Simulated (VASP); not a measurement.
Write the native input for VASP 6.6.1 that does the following.

| Quantity | Value |
| --- | --- |
| Task | single point |
| Functional | PBEsol |
| Potentials or basis | VASP PAW PBE potentials, release 64 (Cd, Au) |
| Cutoff | 520 eV |
| k mesh | 7 × 7 × 7 |
| Occupations | fermi-dirac, width 0.1 eV |
| Spin | no spin polarisation |
| Dipole correction | no |
| Further INCAR settings | ALGO = Normal; EDIFF = 1e-06; NBANDS = 18 |

The structure of CdAu lies in POSCAR:

```
CdAu
1.0
    3.3200000000      0.0000000000      0.0000000000
    0.0000000000      3.3200000000      0.0000000000
    0.0000000000      0.0000000000      3.3200000000
Cd Au
1 1
Direct
    0.5000000000      0.5000000000      0.5000000000
    0.0000000000      0.0000000000      0.0000000000
```

These files were run (other wordings do the same):

INCAR

```
SYSTEM = CdAu
ALGO = Normal
EDIFF = 1E-6
ENCUT = 520
GGA = PS
ISIF = 2
ISMEAR = -1
LASPH = .TRUE.
LCHARG = .FALSE.
LREAL = .FALSE.
LWAVE = .FALSE.
NBANDS = 18
NELM = 100
PREC = Accurate
SIGMA = 0.1
```

KPOINTS

```
k-points
0
G
  7 7 7
  0 0 0
```

Potentials or basis: VASP PAW PBE potentials, release 64 (Cd, Au).

The run is started by

```sh
$ cat potpaw_PBE.64/Cd/POTCAR potpaw_PBE.64/Au/POTCAR > POTCAR
$ mpirun -np 1 vasp_std > vasp.out
```

Results of the run:

- Pressure: -0.1 GPa

Caveat: the PAW data sets were made with another functional, which shifts forces and pressure a little.

It took 9.8 s on 1 thread of Intel(R) Xeon(R) Platinum 8559C (Emerald Rapids) (shared host), peak memory 0.15 GiB.
